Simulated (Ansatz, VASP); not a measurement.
AgBr: VASP beside Ansatz

```
Ag Br
1.0
     4.13247    0.00000    0.04224
     0.00000    4.13178    0.00000
    -0.05770    0.00000    5.83937
Ag Br
2 2
Direct
  0.74982 0.75000 0.74995
  0.25018 0.25000 0.25005
  0.24977 0.25000 0.75000
  0.75023 0.75000 0.25000
```

Alike in both runs: task single point; functional PBE; k mesh 6 × 6 × 4; no spin polarisation.

|  | VASP | Ansatz |
| --- | --- | --- |
| version | VASP 6.6.1 | Ansatz 0.2.0 |
| potentials or method | VASP PAW PBE potentials, release 64 (Ag, Br) | plane waves, PAW |
| plane-wave cutoff (eV) | 500 | 420 |
| occupations | gaussian, width 0.01 eV | fixed |
| valence electrons in the cell | 36 | 52 |

Ansatz gave:

* gap on the k mesh at the Fermi level (eV): 0.69
* pressure (GPa): 0.0

Which values does VASP return?

gap on the k mesh at the Fermi level (eV): 0.69; pressure (GPa): -0.1.

VASP's potentials hold 36 valence electrons a cell and Ansatz's 52, so a difference there can come from the potentials and not from the codes.
